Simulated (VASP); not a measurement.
Write the native input for VASP 6.6.1 that does the following.

| Quantity | Value |
| --- | --- |
| Task | relaxation of cell and atoms |
| Functional | PBEsol |
| Potentials or basis | VASP PAW PBE potentials, release 64 (Al, N) |
| Cutoff | 600 eV |
| k mesh | 10 × 10 × 10 |
| Occupations | gaussian, width 0.02 eV |
| Spin | no spin polarisation |
| Dipole correction | no |
| Further INCAR settings | ALGO = Normal; EDIFF = 1e-07; IBRION = 2; EDIFFG = -0.002; NSW = 100; ISIF = 3 |

The structure of AlN (pbesol) lies in POSCAR:

```
AlN
1.0
    0.0000000000      2.1839935596      2.1839935596
    2.1839935596      0.0000000000      2.1839935596
    2.1839935596      2.1839935596      0.0000000000
Al N
1 1
Direct
    0.0000000000      0.0000000000      0.0000000000
    0.7500000000      0.7500000000      0.7500000000
```

One way to write it, as run:

INCAR

```
SYSTEM = AlN
  ALGO = Normal
  EDIFF = 1E-7
  EDIFFG = -0.002
  ENCUT = 600
  GGA = PS
  GGA_COMPAT = .FALSE.
  IBRION = 2
  ISIF = 3
  ISMEAR = 0
  LASPH = .TRUE.
  LCHARG = .FALSE.
  LREAL = .FALSE.
  LWAVE = .FALSE.
  NELM = 120
  NELMIN = 4
  NSW = 100
  PREC = Accurate
  SIGMA = 0.02
```

KPOINTS

```
k-points
0
G
  10 10 10
  0 0 0
```

Potentials or basis: VASP PAW PBE potentials, release 64 (Al, N).

Run with:

```console
$ cat potpaw_PBE.64/Al/POTCAR potpaw_PBE.64/N/POTCAR > POTCAR
$ mpirun -np 1 vasp_std > vasp.out
```

Results of the run:

```json
{"Relaxed volume": "10.48 Å³/atom", "Relaxed cell": "a = 3.095 Å, b = 3.095 Å, c = 3.095 Å, α = 60.00°, β = 60.00°, γ = 60.00°", "Space group after relaxing (to 0.05 Å)": "F-43m (No. 216)", "Energy gained by relaxing": "0.2 meV/atom", "Ionic steps": "3", "Pressure after relaxing": "0.0 GPa", "Band gap on the k mesh": "3.18 eV, indirect (least direct gap 4.08 eV)"}
```

Caveat: the PAW data sets were made with another functional, which shifts forces and pressure a little.

Wall time 22 s on 1 thread of AMD EPYC 9R45 (Zen 5), on a shared host, peak memory 0.12 GiB.
